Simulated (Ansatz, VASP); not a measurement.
## AlN: VASP beside Ansatz

```
CELL_PARAMETERS angstrom
3.15330 0.00000 0.00000
-1.57665 2.73084 0.00000
0.00000 0.00000 4.93615
ATOMIC_POSITIONS crystal
Al 0.66667 0.33333 0.49717
Al 0.33333 0.66667 0.99717
N 0.66667 0.33333 0.88283
N 0.33333 0.66667 0.38283
```

Alike in both runs: task single point; functional r2SCAN; k mesh 12 × 12 × 6; occupations gaussian, width 0.02 eV; no spin polarisation.

```csv
,VASP,Ansatz
version,VASP 6.6.1,Ansatz 0.2.0
potentials or method,"VASP PAW PBE potentials, release 64 (Al, N), cutoff 520 eV","scalar-relativistic, plane waves, PAW"
valence electrons in the cell,16,16
```

```tsv
	VASP	Ansatz	Ansatz less VASP
gap on the k mesh at the Fermi level (eV)	4.60	4.56	-0.038
least direct gap on the mesh (eV)	4.60	4.56	-0.038
pressure (GPa)	-5.0	-4.6	+0.40
traceless stress, the component that is largest in VASP (GPa)	4.66	4.59	-0.065
```

VASP's potentials were made for PBE, not for r2SCAN.
